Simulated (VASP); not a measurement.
# Fe2O3 (R-3c) in VASP: notebook

Fe2O3 is run at these levels: PBE; tasks: single point.

Program: VASP 6.6.1. These are calculated values, not measurements. Logs are shortened: lines on timing, memory, paths and dates and some standing lists are left out, and cuts for length are marked.

### 1 The cell of the first run

Symmetry: R-3c, No. 167, trigonal system. Conventional cell: a = 4.772 Å, b = 4.772 Å, c = 13.311 Å, α = 90.00°, β = 90.00°, γ = 120.00°. Fe (site symmetry 3) has 6 O at 1.89 to 1.96 Å and 1 Fe at 2.54 Å within 2.6 Å. O (site symmetry 2) has 4 Fe at 1.89 to 1.96 Å and 12 O at 2.59 to 2.84 Å within 2.9 Å.

### 2 Single point, PBE, collinear spin, ferromagnetic start

Contents of INCAR:

```
  PREC = Accurate
  ENCUT = 520
  EDIFF = 1E-6
  ISMEAR = 0
  SIGMA = 0.1
  LREAL = False
  LASPH = True
  NELM = 150
  ALGO = Normal
  ISIF = 2
  LWAVE = False
  LCHARG = False
  ISPIN = 2
  MAGMOM = 3.23 3.23 3.23 3.23 0.18 0.18 0.18 0.18 0.18 0.18
  LORBIT = 11
  LMAXMIX = 4
  GGA = PE
  NBANDS = 49
```

Contents of KPOINTS:

```
Automatic mesh
0
Gamma
  6 6 6
```

Contents of POSCAR:

```
Fe2O3
1.0
    2.3860624040      1.3775937713      4.4370134329
   -2.3860624040      1.3775937713      4.4370134329
    0.0000000000     -2.7551875426      4.4370134329
Fe O
4 6
Direct
    0.3454714550      0.3454714550      0.3454714550
    0.1545285450      0.1545285450      0.1545285450
    0.6545285450      0.6545285450      0.6545285450
    0.8454714550      0.8454714550      0.8454714550
    0.5631570994      0.9368429006      0.2500000000
    0.2500000000      0.5631570994      0.9368429006
    0.9368429006      0.2500000000      0.5631570994
    0.4368429006      0.0631570994      0.7500000000
    0.7500000000      0.4368429006      0.0631570994
    0.0631570994      0.7500000000      0.4368429006
```

Potentials or basis: VASP PAW PBE potentials, release 64 (Fe, O).

Started as:

```
$ cat potpaw_PBE.64/Fe/POTCAR potpaw_PBE.64/O/POTCAR > POTCAR
$ mpirun -np 1 vasp_std > vasp.out
```

OUTCAR:

```text
PREC = Accurate
   ENCUT = 520
   EDIFF = 1E-6
   ISMEAR = 0
   LREAL = False
   LASPH = True
   NELM = 150
   ISIF = 2
   ISPIN = 2
   LORBIT = 11
   GGA = PE

 ion  position               nearest neighbor table
   1  0.345  0.345  0.345-  10 1.89   8 1.89   9 1.89   5 1.96   7 1.96   6 1.96   2 2.54   3 2.77
                             3 2.77   3 2.77
   2  0.155  0.155  0.155-   9 1.89   8 1.89  10 1.89   5 1.96   7 1.96   6 1.96   1 2.54   4 2.77
                             4 2.77   4 2.77
   3  0.655  0.655  0.655-   7 1.89   5 1.89   6 1.89   8 1.96   9 1.96  10 1.96   4 2.54   1 2.77
                             1 2.77   1 2.77
   4  0.845  0.845  0.845-   6 1.89   5 1.89   7 1.89   8 1.96   9 1.96  10 1.96   3 2.54   2 2.77
                             2 2.77   2 2.77
   5  0.563  0.937  0.250-   3 1.89   4 1.89   1 1.96   2 1.96
   6  0.250  0.563  0.937-   4 1.89   3 1.89   1 1.96   2 1.96
   7  0.937  0.250  0.563-   3 1.89   4 1.89   1 1.96   2 1.96
   8  0.437  0.063  0.750-   1 1.89   2 1.89   3 1.96   4 1.96
   9  0.750  0.437  0.063-   2 1.89   1 1.89   3 1.96   4 1.96
  10  0.063  0.750  0.437-   1 1.89   2 1.89   3 1.96   4 1.96

  LATTYP: Found a trigonal (rhomboedric) cell.
 ALAT       =     5.2228485138
 COS(alpha) =     0.5825747343

  Lattice vectors:

 A1 = (   2.3860624040,   1.3775937713,   4.4370134329)
 A2 = (  -2.3860624040,   1.3775937713,   4.4370134329)
 A3 = (   0.0000000000,  -2.7551875426,   4.4370134329)

Analysis of symmetry for initial positions (statically):
=====================================================================
 Subroutine PRICEL returns:
 Original cell was already a primitive cell.

 Routine SETGRP: Setting up the symmetry group for a
 trigonal (rhombohedral) supercell.

 Subroutine GETGRP returns: Found 12 space group operations
 (whereof  6 operations were pure point group operations)
 out of a pool of 12 trial point group operations.

The static configuration has the point symmetry S_6 .
 The point group associated with its full space group is D_3d.

Analysis of symmetry for dynamics (positions and initial velocities):
=====================================================================
 Subroutine PRICEL returns:
 Original cell was already a primitive cell.

 Routine SETGRP: Setting up the symmetry group for a
 trigonal (rhombohedral) supercell.

 Subroutine GETGRP returns: Found 12 space group operations
 (whereof  6 operations were pure point group operations)
 out of a pool of 12 trial point group operations.

The dynamic configuration has the point symmetry S_6 .
 The point group associated with its full space group is D_3d.

Analysis of structural, dynamic, and magnetic symmetry:
=====================================================================
 Subroutine PRICEL returns:
 Original cell was already a primitive cell.

 Routine SETGRP: Setting up the symmetry group for a
 trigonal (rhombohedral) supercell.

 Subroutine GETGRP returns: Found 12 space group operations
 (whereof  6 operations were pure point group operations)
 out of a pool of 12 trial point group operations.

The overall configuration has the point symmetry S_6 .
 The point group associated with its full space group is D_3d.

 Subroutine INISYM returns: Found 12 space group operations
 (whereof  6 operations are pure point group operations),
 and found     1 'primitive' translations

----------------------------------------------------------------------------------------

                                     Primitive cell

  volume of cell :      87.5074

  direct lattice vectors                    reciprocal lattice vectors
     2.386062404  1.377593771  4.437013433     0.209550261  0.120983900  0.075125608
    -2.386062404  1.377593771  4.437013433    -0.209550261  0.120983900  0.075125608
     0.000000000 -2.755187543  4.437013433     0.000000000 -0.241967799  0.075125608

  length of vectors
     5.222848514  5.222848514  5.222848514     0.253361941  0.253361941  0.253361941

  position of ions in fractional coordinates (direct lattice)
     0.345471455  0.345471455  0.345471455
[... 79 lines left out ...]
   dimension x,y,z NGX =    40 NGY =   40 NGZ =   40
   dimension x,y,z NGXF=    80 NGYF=   80 NGZF=   80
   ions per type =               4   6
   NGX,Y,Z   is equivalent  to a cutoff of  12.73, 12.73, 12.73 a.u.
   NGXF,Y,Z  is equivalent  to a cutoff of  25.46, 25.46, 25.46 a.u.
 SYSTEM =  unknown system
   PREC   = accura    normal or accurate (medium, high low for compatibility)
   ISTART =      0    job   : 0-new  1-cont  2-samecut
   ICHARG =      2    charge: 1-file 2-atom 10-const
   ISPIN  =      2    spin polarized calculation?
   LNONCOLLINEAR =      F non collinear calculations
   LSORBIT =      F    spin-orbit coupling
   LASPH  =      T    aspherical Exc in radial PAW
   ENCUT  =  520.0 eV  38.22 Ry    6.18 a.u.   9.71  9.71  9.71*2*pi/ulx,y,z
   NELM   =    150;   NELMIN=  2; NELMDL= -5     # of ELM steps
   EDIFF  = 0.1E-05   stopping-criterion for ELM
   LREAL  =      F    real-space projection
[... 7 lines left out ...]
   TEBEG  =    0.0;   TEEND  =   0.0 temperature during run
   PSTRESS=    0.0 pullay stress
   NELECT =      68.0000    total number of electrons
   NUPDOWN=      -1.0000    fix difference up-down
   EMIN   =  10.00;   EMAX   =-10.00  energy-range for DOS
   EFERMI =   0.00;   METHOD = LEGACY
   ISMEAR =     0;   SIGMA  =   0.10  broadening in eV -4-tet -1-fermi 0-gaus
   EFERMI_NEDOS =   21; number of points for ismear=-14 and -15
   IALGO  =     38    algorithm
   IMIX   =      4    mixing-type and parameters
     AMIX     =   0.40;   BMIX     =  1.00
     AMIX_MAG =   1.60;   BMIX_MAG =  1.00
  volume/ion in A,a.u.               =       8.75        59.05
  Fermi-wavevector in a.u.,A,eV,Ry     =   1.505091  2.844210 30.821271  2.265299
  Thomas-Fermi vector in A             =   2.615985
   LORBIT       =     11    0 simple, 1 ext, 2 COOP (PROOUT), +10 PAW based schemes
   GGA     = PE    functional components
   LHFCALC =     F    Hartree Fock is set to
   AEXX    =    0.0000 exact exchange contribution
   IVDW    =     0    specifies the selected vdW correction
   LEPSILON=     F    determine dielectric tensor
   LRPA    =     F    only Hartree local field effects (RPA)
 spin polarized calculation
 Gauss-broadening in eV      SIGMA  =   0.10
  energy-cutoff  :      520.00
  volume of cell :       87.51
 maximum number of plane-waves:      2386
   NGX = 19   NGY = 19   NGZ = 19

 number of electron      68.0000001 magnetization      12.1071767

 number of electron      68.0000002 magnetization       4.0021904

 Free energy of the ion-electron system (eV)
  ---------------------------------------------------
  ext. energy  EPLUGINS =         0.00000000
  ---------------------------------------------------
  free energy    TOTEN  =       -74.64063706 eV

  energy without entropy =      -74.59239992  energy(sigma->0) =      -74.61651849

 E-fermi :   5.5932     XC(G=0): -12.4318

 val. band max:        5.5844719144   @ k =   0.5000   0.5000   0.1667
 cond. band min:       5.5961253236   @ k =  -0.3333   0.3333   0.1667
 fundamental gap:      0.0116534092
 Fermi energy:         5.5931825633

 spin component 1

 k-point     1 :       0.0000    0.0000    0.0000
  band No.  band energies     occupation
      1     -15.5687      1.00000
      2     -13.6859      1.00000
      3     -13.6548      1.00000
      4     -13.6548      1.00000
      5     -13.5082      1.00000
      6     -13.5082      1.00000
[... 1165 lines left out ...]
     45      14.9266      0.00000
     46      15.2366      0.00000

 [... further k-points ...]

 spin component 2

 k-point     1 :       0.0000    0.0000    0.0000
  band No.  band energies     occupation
      1     -15.5061      1.00000
      2     -13.6275      1.00000
      3     -13.5915      1.00000
      4     -13.5915      1.00000
      5     -13.4477      1.00000
      6     -13.4477      1.00000
[... 1165 lines left out ...]
     45      15.0553      0.00000
     46      15.3664      0.00000

 [... further k-points ...]

 [bands above 46 left out]

------------------------ aborting loop because EDIFF is reached ----------------------------------------

  FORCE on cell =-STRESS in cart. coord.  units (eV):
  Direction    XX          YY          ZZ          XY          YZ          ZX
  --------------------------------------------------------------------------------------
  -------------------------------------------------------------------------------------
  Total        0.8838186      0.8838186      0.8523145     -0.0000000     -0.0000000      0.0000000
  in kB       16.1818724     16.1818724     15.6050627     -0.0000000     -0.0000000      0.0000000
  external PRESSURE =      15.9896025 kB  Pullay stress =       0.0000000 kB

 VOLUME and BASIS-vectors are now :
 -----------------------------------------------------------------------------
  energy-cutoff  :      520.00
  volume of cell :       87.51
      direct lattice vectors                 reciprocal lattice vectors
     2.386062404  1.377593771  4.437013433     0.209550261  0.120983900  0.075125608
    -2.386062404  1.377593771  4.437013433    -0.209550261  0.120983900  0.075125608
     0.000000000 -2.755187543  4.437013433     0.000000000 -0.241967799  0.075125608

 POSITION                                       TOTAL-FORCE (eV/Angst)
 -----------------------------------------------------------------------------------
      0.00000      0.00000      4.59858         0.000000     -0.000000      0.044813
      0.00000      0.00000      2.05694         0.000000      0.000000     -0.044813
      0.00000      0.00000      8.71246         0.000000      0.000000     -0.044813
      0.00000      0.00000     11.25410         0.000000      0.000000      0.044813
     -0.89164      1.37759      7.76477         0.023263     -0.000000      0.000000
     -0.74721     -1.46098      7.76477        -0.011632      0.020147      0.000000
      1.63885      0.08338      7.76477        -0.011632     -0.020147      0.000000
      0.89164     -1.37759      5.54627        -0.023263     -0.000000      0.000000
      0.74721      1.46098      5.54627         0.011632     -0.020147      0.000000
     -1.63885     -0.08338      5.54627         0.011632      0.020147      0.000000
 -----------------------------------------------------------------------------------
    total drift:                               -0.000000      0.000000     -0.000000

  FREE ENERGIE OF THE ION-ELECTRON SYSTEM (eV)
  ---------------------------------------------------
  free  energy   TOTEN  =       -74.6406370634 eV

  energy  without entropy=      -74.5923999158  energy(sigma->0) =      -74.61651849

 total charge

# of ion       s       p       d       tot
------------------------------------------
    1        0.409   0.654   6.305   7.368
    2        0.409   0.654   6.305   7.368
    3        0.409   0.654   6.305   7.368
    4        0.409   0.654   6.305   7.368
    5        1.561   3.452   0.000   5.014
    6        1.561   3.452   0.000   5.014
    7        1.561   3.452   0.000   5.014
    8        1.561   3.452   0.000   5.014
    9        1.561   3.452   0.000   5.014
   10        1.561   3.452   0.000   5.014
--------------------------------------------------
tot         11.006  23.329  25.220  59.555

 magnetization (x)

# of ion       s       p       d       tot
------------------------------------------
    1        0.007   0.009   0.928   0.944
    2        0.007   0.009   0.928   0.944
    3        0.007   0.009   0.928   0.944
    4        0.007   0.009   0.928   0.944
    5        0.000   0.028   0.000   0.028
    6        0.000   0.028   0.000   0.028
    7        0.000   0.028   0.000   0.028
    8        0.000   0.028   0.000   0.028
    9        0.000   0.028   0.000   0.028
   10        0.000   0.028   0.000   0.028
--------------------------------------------------
tot          0.028   0.203   3.710   3.941
```

Run time: 5.1 min. Hardware: 1 thread of Intel Xeon 6975P-C (Granite Rapids), shared host; peak memory 0.4 GiB.

What came out:

```yaml
Free_energy: -74.6406 eV
Pressure: 1.6 GPa
Largest_force: 0.045 eV/Å
Band_gap_on_the_k_mesh: zero (filled and empty bands overlap)
Net_moment: 4.00 μB per cell
Site_moments: Fe +0.94; O +0.03 μB
Valence_electrons_inside_the_program's_atomic_spheres: Fe 7.37; O 5.01
```

Forces on the atoms (eV/Å):
```
Fe   0.000  0.000  0.045
Fe   0.000  0.000 -0.045
Fe   0.000  0.000 -0.045
Fe   0.000  0.000  0.045
O    0.023  0.000  0.000
O   -0.012  0.020  0.000
O   -0.012 -0.020  0.000
O   -0.023  0.000  0.000
O    0.012 -0.020  0.000
O    0.012  0.020  0.000
```

Caveat: semilocal functionals often make such compounds metallic where correlation or magnetic order opens a gap, which also shifts bond lengths; the run started ferromagnetic, and an antiferromagnetic order may lie lower in energy. With open d or f shells a metallic result of PBE can be an artefact of self-interaction; +U or a hybrid may open a gap.

### 3 Single point, PBE, collinear spin, ferromagnetic start

Contents of INCAR:

```
PREC = Accurate ; ENCUT = 520
EDIFF = 1E-6 ; ISMEAR = 0
SIGMA = 0.1 ; LREAL = F
LASPH = T ; NELM = 150
ALGO = Fast ; ISIF = 2
LWAVE = F ; LCHARG = F
ISPIN = 2 ; MAGMOM = 0.95 0.95 0.95 0.95 0 0 0 0 0 0
LORBIT = 11 ; LMAXMIX = 4
GGA = PE ; NBANDS = 49
KPAR = 4
```

Contents of KPOINTS:

```
regular mesh
0
Gamma
  9 9 9
```

POSCAR is that of step 2.

Potentials or basis: VASP PAW PBE potentials, release 64 (Fe, O).

Started as:

```
$ cat potpaw_PBE.64/Fe/POTCAR potpaw_PBE.64/O/POTCAR > POTCAR
$ mpirun -np 4 vasp_std > vasp.out
```

OUTCAR:

```text
PREC = Accurate
   ENCUT = 520
   EDIFF = 1E-6
   ISMEAR = 0
   LREAL = F
   LASPH = T
   NELM = 150
   ISIF = 2
   ISPIN = 2
   LORBIT = 11
   GGA = PE

 ion  position               nearest neighbor table
   1  0.345  0.345  0.345-  10 1.89   8 1.89   9 1.89   5 1.96   7 1.96   6 1.96   2 2.54   3 2.77
                             3 2.77   3 2.77
   2  0.155  0.155  0.155-   9 1.89   8 1.89  10 1.89   5 1.96   7 1.96   6 1.96   1 2.54   4 2.77
                             4 2.77   4 2.77
   3  0.655  0.655  0.655-   7 1.89   5 1.89   6 1.89   8 1.96   9 1.96  10 1.96   4 2.54   1 2.77
                             1 2.77   1 2.77
   4  0.845  0.845  0.845-   6 1.89   5 1.89   7 1.89   8 1.96   9 1.96  10 1.96   3 2.54   2 2.77
                             2 2.77   2 2.77
   5  0.563  0.937  0.250-   3 1.89   4 1.89   1 1.96   2 1.96
   6  0.250  0.563  0.937-   4 1.89   3 1.89   1 1.96   2 1.96
[... 2623 lines left out ...]
 -----------------------------------------------------------------------------------
    total drift:                               -0.000000      0.000000     -0.000000

  FREE ENERGIE OF THE ION-ELECTRON SYSTEM (eV)
  ---------------------------------------------------
  free  energy   TOTEN  =       -74.6400706812 eV

  energy  without entropy=      -74.5911450196  energy(sigma->0) =      -74.61560785

 total charge

# of ion       s       p       d       tot
------------------------------------------
    1        0.409   0.654   6.305   7.368
    2        0.409   0.654   6.305   7.368
    3        0.409   0.654   6.305   7.368
    4        0.409   0.654   6.305   7.368
    5        1.561   3.452   0.000   5.013
    6        1.561   3.452   0.000   5.013
    7        1.561   3.452   0.000   5.013
    8        1.561   3.452   0.000   5.013
    9        1.561   3.452   0.000   5.013
   10        1.561   3.452   0.000   5.013
--------------------------------------------------
tot         11.006  23.328  25.220  59.555

 magnetization (x)

# of ion       s       p       d       tot
------------------------------------------
    1        0.007   0.009   0.927   0.944
    2        0.007   0.009   0.927   0.944
    3        0.007   0.009   0.927   0.944
    4        0.007   0.009   0.927   0.944
    5        0.000   0.028   0.000   0.028
    6        0.000   0.028   0.000   0.028
    7        0.000   0.028   0.000   0.028
    8        0.000   0.028   0.000   0.028
    9        0.000   0.028   0.000   0.028
   10        0.000   0.028   0.000   0.028
--------------------------------------------------
tot          0.028   0.204   3.710   3.941
```

OSZICAR:

```text
N       E                     dE             d eps       ncg     rms          rms(c)
DAV:   1     0.823009274706E+03    0.82301E+03   -0.30700E+04 16676   0.169E+03
DAV:   2     0.379361877746E+02   -0.78507E+03   -0.71166E+03 17499   0.444E+02
DAV:   3    -0.861514158007E+02   -0.12409E+03   -0.11563E+03 18967   0.201E+02
DAV:   4    -0.925266058196E+02   -0.63752E+01   -0.62799E+01 20160   0.481E+01
DAV:   5    -0.927263981476E+02   -0.19979E+00   -0.19929E+00 19720   0.791E+00    0.455E+01
RMM:   6    -0.867366144274E+02    0.59898E+01   -0.10521E+02 17730   0.752E+01    0.533E+01
RMM:   7    -0.761649285500E+02    0.10572E+02   -0.31981E+01 16920   0.384E+01    0.183E+01
RMM:   8    -0.746224562406E+02    0.15425E+01   -0.35391E+00 19561   0.106E+01    0.586E+00
RMM:   9    -0.746622878539E+02   -0.39832E-01   -0.81469E-01 19943   0.345E+00    0.280E+00
RMM:  10    -0.746458371945E+02    0.16451E-01   -0.17516E-01 18913   0.209E+00    0.142E+00
RMM:  11    -0.746403978854E+02    0.54393E-02   -0.26218E-02 19205   0.107E+00    0.516E-01
RMM:  12    -0.746405680847E+02   -0.17020E-03   -0.12066E-02 19017   0.496E-01    0.316E-01
RMM:  13    -0.746402300407E+02    0.33804E-03   -0.20416E-03 18919   0.274E-01    0.177E-01
RMM:  14    -0.746400329499E+02    0.19709E-03   -0.47442E-04 19372   0.118E-01    0.519E-02
RMM:  15    -0.746400651807E+02   -0.32231E-04   -0.11539E-04 20242   0.653E-02    0.184E-02
RMM:  16    -0.746400701713E+02   -0.49905E-05   -0.27904E-05 19487   0.261E-02    0.945E-03
RMM:  17    -0.746400706812E+02   -0.50994E-06   -0.46725E-06 14795   0.138E-02
   1 F= -.74640071E+02 E0= -.74615608E+02  d E =-.489257E-01  mag=     3.9999
```

stdout:

```text
POSCAR found type information on POSCAR FeO
 POSCAR found :  2 types and      10 ions
 scaLAPACK will be used
 LDA part: xc-table for (Slater+PW92), standard interpolation
 POSCAR, INCAR and KPOINTS ok, starting setup
 FFT: planning ... GRIDC
 FFT: planning ... GRID_SOFT
 FFT: planning ... GRID
 WAVECAR not read
 entering main loop
```

Wall time 8.6 min (4 MPI ranks of AMD EPYC 9755, shared host); peak memory 0.6 GiB.

Results:

| Item | Value |
| --- | --- |
| Free energy | -74.6401 eV |
| Pressure | 1.6 GPa |
| Largest force | 0.042 eV/Å |
| Band gap on the k mesh | zero (filled and empty bands overlap) |
| Net moment | 4.00 μB per cell |
| Site moments | Fe +0.94; O +0.03 μB |
| Valence electrons inside the program's atomic spheres | Fe 7.37; O 5.01 |

Forces in eV/Å, atoms in the order of the input:
```
Fe   0.000  0.000  0.042
Fe   0.000  0.000 -0.042
Fe   0.000  0.000 -0.042
Fe   0.000  0.000  0.042
O    0.023  0.000  0.000
O   -0.011  0.020  0.000
O   -0.011 -0.020  0.000
O   -0.023  0.000  0.000
O    0.011 -0.020  0.000
O    0.011  0.020  0.000
```

Stress tensor (GPa, compression positive):
```
1.65 0.00 0.00
0.00 1.65 0.00
0.00 0.00 1.54
```

Levels at points of the mesh, in eV from the Fermi level:
Spin up:
| k point | band 33 | band 34 | band 35 | band 36 | band 37 | band 38 | band 39 | band 40 |
| --- | --- | --- | --- | --- | --- | --- | --- | --- |
| (0.00, 0.00, 0.00) | -1.03 | -0.62 | -0.55 | -0.55 | 0.43 | 0.43 | 0.61 | 0.61 |
Spin down:
```csv
k point,band 28,band 29,band 30,band 31,band 32,band 33,band 34,band 35,band 36,band 37
"(0.00, 0.00, 0.00)",-0.77,-0.77,-0.66,-0.66,-0.31,0.30,0.30,0.45,0.89,1.07
```

Caveat: semilocal functionals often make such compounds metallic where correlation or magnetic order opens a gap, which also shifts bond lengths; the run started ferromagnetic, and an antiferromagnetic order may lie lower in energy. With open d or f shells a metallic result of PBE can be an artefact of self-interaction; +U or a hybrid may open a gap.
